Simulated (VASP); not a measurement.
Write the native input for VASP 6.6.1 that does the following.

```yaml
Task: single point
Functional: PBEsol
Potentials_or_basis: VASP PAW PBE potentials, release 64 (Ca_sv)
Cutoff: 520 eV
k_mesh: 18 × 18 × 18
Occupations: fermi-dirac, width 0.08 eV
Spin: no spin polarisation
Dipole_correction: no
Further_INCAR_settings: ALGO = Normal; EDIFF = 1e-06; NBANDS = 11
```

The structure of Ca lies in POSCAR:

```
Ca
1.0
    0.0000000000      2.5776549479      2.5776549479
    2.5776549479      0.0000000000      2.5776549479
    2.5776549479      2.5776549479      0.0000000000
Ca
1
Direct
    0.0000000000      0.0000000000      0.0000000000
```

One way to write it, as run:

INCAR

```
SYSTEM = Ca
  PREC = Accurate
  ENCUT = 520
  EDIFF = 1E-6
  ISMEAR = -1
  SIGMA = 0.08
  LREAL = .FALSE.
  LASPH = .TRUE.
  NELM = 80
  ALGO = Normal
  ISIF = 2
  LWAVE = .FALSE.
  LCHARG = .FALSE.
  GGA = PS
  NBANDS = 11
```

KPOINTS

```
regular mesh
0
G
  18 18 18
  0 0 0
```

Potentials or basis: VASP PAW PBE potentials, release 64 (Ca_sv).

Launch:

```bash
$ cat potpaw_PBE.64/Ca_sv/POTCAR > POTCAR
$ mpirun -np 1 vasp_std > vasp.out
```

Results of the run:

* Pressure: 4.0 GPa
* Band gap on the k mesh: zero (bands 5 and 6 overlap by 0.05 eV)

Caveat: the cell stands under pressure; the PAW data sets were made with another functional, which shifts forces and pressure a little.

Wall time 32 s on 1 thread of AMD EPYC 9R45 96-Core Processor (Zen 5) (shared host), peak memory 0.18 GiB.
